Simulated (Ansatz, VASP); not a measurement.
# One calculation of GaN, two programs

Contents of INCAR:

```
SYSTEM = GaN
PREC = Accurate
ENCUT = 520
EDIFF = 1E-6
ISMEAR = 0
SIGMA = 0.02
LREAL = .FALSE.
LASPH = .TRUE.
NELM = 80
ALGO = Normal
ISIF = 2
LWAVE = .FALSE.
LCHARG = .FALSE.
GGA = PE
NBANDS = 26
```

KPOINTS

```
regular mesh
0
G
  12 12 6
  0 0 0
```

POSCAR

```
GaN
1.0
    3.2871020491      0.0000000000      0.0000000000
   -1.6435510246      2.7978586202      0.0550792098
    0.0000000000      0.1033200000      5.2185898800
Ga N
2 2
Direct
    0.3192968919      0.6385937837      0.0104226408
    0.6652547969      0.3305095939      0.5268996293
    0.3270192307      0.6540384615      0.3790736375
    0.6884290805      0.3768581609      0.8336040923
```

Input for Ansatz:

```yaml
crystal:
  lattice:
    - [3.2871020491, 0.0, 0.0]
    - [-1.6435510246, 2.7978586202, 0.0550792098]
    - [0.0, 0.10332, 5.21858988]
  atoms:
    - { symbol: Ga, position: [0.3192968919, 0.6385937837, 0.0104226408] }
    - { symbol: Ga, position: [0.6652547969, 0.3305095939, 0.5268996293] }
    - { symbol: "N", position: [0.3270192307, 0.6540384615, 0.3790736375] }
    - { symbol: "N", position: [0.6884290805, 0.3768581609, 0.8336040923] }
basis:
  ecutwfc: 420
kpoints:
  mp_grid: { grid: [12, 12, 6] }
hamiltonian:
  xc: pbe
scf:
  occupations: { method: gaussian, width: 0.02 }
output:
  forces: true
  stress: true
  eigenvalues: true
```

Alike in both runs: task single point; functional PBE; k mesh 12 × 12 × 6; occupations gaussian, width 0.02 eV; no spin polarisation.

|  | VASP | Ansatz |
| --- | --- | --- |
| version | VASP 6.6.1 | Ansatz 0.2.0 |
| potentials or method | VASP PAW PBE potentials, release 64 (Ga_d, N), cutoff 520 eV | scalar-relativistic, plane waves, PAW |
| valence electrons in the cell | 36 | 36 |

VASP gave:

```
gap on the k mesh at the Fermi level (eV)                     : 1.19
least direct gap on the mesh (eV)                             : 1.19
pressure (GPa)                                                : 8.6
traceless stress, the component that is largest in VASP (GPa) : 32.48
rms of the force components (eV/Å)                            : 4.199
```

**Question.** Estimate Ansatz's values.

**Answer.** gap on the k mesh at the Fermi level (eV): 1.19; least direct gap on the mesh (eV): 1.19; pressure (GPa): 8.8; traceless stress, the component that is largest in VASP (GPa): 33.28; rms of the force components (eV/Å): 4.293.

Atom by atom the forces differ by 0.095 eV/Å (rms over components).
